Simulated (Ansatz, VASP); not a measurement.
## One calculation of Ta, two programs

```xyz
1
Lattice="-1.6828 1.6828 1.6828 1.6828 -1.6828 1.6828 1.6828 1.6828 -1.6828" Properties=species:S:1:pos:R:3 pbc="T T T"
Ta    0.0000    0.0000    0.0000
```

Alike in both runs: task single point; functional PBEsol; k mesh 22 × 22 × 22; occupations gaussian, width 0.15 eV; no spin polarisation.

```csv
,VASP,Ansatz
version,VASP 6.6.1,Ansatz 0.2.0
potentials or method,"VASP PAW PBE potentials, release 64 (Ta_pv), cutoff 520 eV","scalar-relativistic, plane waves, PAW"
valence electrons in the cell,11,13
```

|  | VASP | Ansatz | Ansatz less VASP |
| --- | --- | --- | --- |
| gap on the k mesh at the Fermi level (eV) | none | none | - |
| pressure (GPa) | -13.5 | -13.6 | -0.04 |

VASP's potentials were made for PBE, not for PBEsol, and Ansatz warns of the same on its side. A gap of «none» marks a metal or a gap that the smearing closes. VASP's potentials hold 11 valence electrons a cell and Ansatz's 13, so a difference there can come from the potentials and not from the codes.

Neither program's run includes spin-orbit coupling.
